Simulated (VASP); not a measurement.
SnO2, 12 atoms in the cell. The typed cell holds 12 atoms: a = 5.699 Å, b = 5.699 Å, c = 5.699 Å, α = 111.91°, β = 108.26°, γ = 108.26°. 

| Item | Value |
| --- | --- |
| Program | VASP 6.6.1 |
| Task | single point |
| Functional | LDA |
| Potentials or basis | VASP PAW LDA potentials, release 64 (Sn_d, O) |
| Cutoff | 520 eV |
| k mesh | 6 × 6 × 6 |
| Occupations | gaussian, width 0.02 eV |
| Spin | no spin polarisation |
| Dipole correction | no |
| Further INCAR settings | ALGO = Normal; EDIFF = 1e-06; NBANDS = 64 |

Potentials or basis: VASP PAW LDA potentials, release 64 (Sn_d, O).

Command:

```bash
$ cat potpaw_LDA.64/Sn_d/POTCAR potpaw_LDA.64/O/POTCAR > POTCAR
$ mpirun -np 1 vasp_std > vasp.out
```

Hardware: 1 thread of AMD EPYC 7571, with other jobs on the host.

Problem. Estimate the wall time of this run.

Solution. Wall time 15 min on 1 thread of AMD EPYC 7571, with other jobs on the host, peak memory 0.37 GiB. Counts: scf iterations 14, k points 46.
